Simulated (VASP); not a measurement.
Input of a VASP 6.6.1 run:

Contents of INCAR:

```
PREC = Accurate
ENCUT = 520
EDIFF = 1E-7
ISMEAR = 0
SIGMA = 0.05
LREAL = F
LASPH = T
NELM = 100
ALGO = Normal
ISIF = 2
LWAVE = F
LCHARG = F
GGA = PE
NBANDS = 11
```

Contents of KPOINTS:

```
regular mesh
0
Gamma
  10 10 10
```

Contents of POSCAR:

```
MgO
1.0
    0.0400340625      2.1351500000      2.1351500000
    2.1351500000      0.0400340625      2.1351500000
    2.1751840625      2.1751840625      0.0000000000
Mg O
1 1
Direct
    0.0000000000      0.0000000000      0.0000000000
    0.5000000000      0.5000000000      0.5000000000
```

Potentials or basis: VASP PAW PBE potentials, release 64 (Mg, O).

The run is started by

```bash
$ cat potpaw_PBE.64/Mg/POTCAR potpaw_PBE.64/O/POTCAR > POTCAR
$ mpirun -np 1 vasp_std > vasp.out
```

**Question.** What does it give for the pressure?

**Answer.** -2.4 GPa.

**Question.** Estimate the band gap on the k mesh.

**Answer.** 4.18 eV, direct.

Stress tensor (GPa, compression positive):
```
-2.26 -5.28  0.00
-5.28 -2.26  0.00
 0.00  0.00 -2.55
```

Caveat: the cell differs from its parent crystal (strain +0.0375 x Voigt [0, 0, 0, 0, 0, 1]).
